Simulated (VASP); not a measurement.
Wanted: the native input for a VASP 6.6.1 run.

* Task: single point
* Functional: LDA
* Potentials or basis: VASP PAW LDA potentials, release 64 (Fe, Ge_d)
* Cutoff: 520 eV
* k mesh: 7 × 7 × 7
* Occupations: fermi-dirac, width 0.1 eV
* Spin: collinear spin, ferromagnetic start
* Starting moments: [4.5, 4.5, 4.5, 0.0] μB
* Dipole correction: no
* Further INCAR settings: ALGO = Normal; EDIFF = 1e-06; NBANDS = 31

The structure of Fe3Ge lies in POSCAR:

```
Fe3Ge
1.0
    3.6605000000      0.0000000000      0.0000000000
    0.0000000000      3.6605000000      0.0000000000
    0.0000000000      0.0000000000      3.6605000000
Fe Ge
3 1
Direct
    0.0000000000      0.5000000000      0.5000000000
    0.5000000000      0.5000000000      0.0000000000
    0.5000000000      0.0000000000      0.5000000000
    0.0000000000      0.0000000000      0.0000000000
```

One way to write it, as run:

INCAR

```
ALGO = Normal ; EDIFF = 1E-6
ENCUT = 520 ; GGA = CA
ISIF = 2 ; ISMEAR = -1
ISPIN = 2 ; LASPH = T
LCHARG = F ; LMAXMIX = 4
LORBIT = 11 ; LREAL = F
LWAVE = F ; MAGMOM = 4.5 4.5 4.5 0
NBANDS = 31 ; NELM = 150
PREC = Accurate ; SIGMA = 0.1
```

KPOINTS

```
k-points
0
Gamma
  7 7 7
```

Potentials or basis: VASP PAW LDA potentials, release 64 (Fe, Ge_d).

The run is started by

```bash
$ cat potpaw_LDA.64/Fe/POTCAR potpaw_LDA.64/Ge_d/POTCAR > POTCAR
$ mpirun -np 1 vasp_std > vasp.out
```

Results of the run:

```yaml
Pressure: -18.5 GPa
Net_moment: 6.15 μB per cell
Site_moments: Fe +2.06; Ge -0.11 μB
Valence_electrons_inside_the_program's_atomic_spheres: Fe 7.22; Ge 12.47
```

Run time: 63 s on 1 thread of Intel(R) Xeon(R) Platinum 8375C CPU @ 2.90GHz (Ice Lake), on a shared host, peak memory 0.16 GiB.
